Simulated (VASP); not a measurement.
# BN: relaxation of shape and atoms at fixed volume with PBE+D3(BJ)

The system is BN.

```
CELL_PARAMETERS angstrom
1.24465 0.71860 3.27182
-1.24465 0.71860 3.27182
0.00000 -1.43719 3.27182
ATOMIC_POSITIONS crystal
B 0.99970 0.99970 0.99970
N 0.33274 0.33274 0.33274
```

This cell differs from its parent crystal: volume scaled by 0.98.

```yaml
Program: VASP 6.6.1
Task: relaxation of shape and atoms at fixed volume
Functional: PBE
Dispersion: D3(BJ)
Potentials_or_basis: VASP PAW PBE potentials, release 64 (B, N)
Cutoff: 600 eV
k_mesh: 12 × 12 × 12
Occupations: gaussian, width 0.01 eV
Spin: no spin polarisation
Dipole_correction: no
Further_INCAR_settings: ALGO = Normal; EDIFF = 1e-07; IBRION = 2; EDIFFG = -0.001; NSW = 80; ISIF = 4
```

```
Energy gained by relaxing  : 2.6 meV/atom
Ionic steps                : 6
Pressure after relaxing    : 0.4 GPa
Band gap on the k mesh     : 4.18 eV, indirect (least direct gap 4.70 eV)
Dispersion energy per atom : -0.146 eV
```

Step by step:
```
step  energy change (eV)  largest force (eV/Å)  pressure (GPa)  volume (Å³)
   1              0.0000                0.0022            5.00        17.56
   2             -0.0052                0.0081            0.07        17.56
   3             -0.0052                0.0077            0.38        17.56
   4             -0.0052                0.0078            0.29        17.56
   5             -0.0052                0.0017            0.38        17.56
   6             -0.0052                0.0006            0.37        17.56
```

Final structure:
```cif
data_structure
_symmetry_space_group_name_H-M 'P 1'
_symmetry_Int_Tables_number 1
_cell_length_a 3.5396
_cell_length_b 3.5396
_cell_length_c 3.5396
_cell_angle_alpha 41.447
_cell_angle_beta 41.447
_cell_angle_gamma 41.447
_cell_volume 17.56
loop_
_atom_site_label
_atom_site_type_symbol
_atom_site_fract_x
_atom_site_fract_y
_atom_site_fract_z
_atom_site_occupancy
B1 B 0.99974 0.99974 0.99974 1
N1 N 0.33269 0.33269 0.33269 1
```

Levels at points of the mesh, in eV from the valence-band top:
| k point | band 1 | band 2 | band 3 | band 4 | band 5 | band 6 | band 7 | band 8 |
| --- | --- | --- | --- | --- | --- | --- | --- | --- |
| (0.00, 0.00, 0.00) | -17.81 | -3.91 | -1.28 | -1.28 | 5.44 | 11.67 | 11.67 | 13.18 |
| (0.50, 0.00, 0.00) | -14.59 | -8.94 | -4.05 | -0.52 | 5.35 | 9.98 | 13.28 | 15.46 |
| (0.50, 0.50, 0.00) | -14.49 | -8.77 | -4.13 | -1.25 | 4.18 | 9.85 | 14.56 | 18.21 |
| (0.50, 0.50, 0.50) | -17.45 | -6.31 | -1.31 | -1.31 | 10.58 | 11.57 | 11.57 | 12.43 |

Wall time 4.3 min on 1 thread of AMD EPYC 7R43 64-Core Processor (Zen 3) (shared host), peak memory 0.16 GiB.

Caveat: the cell differs from its parent crystal (volume scaled by 0.98). A k mesh can miss the band edges.
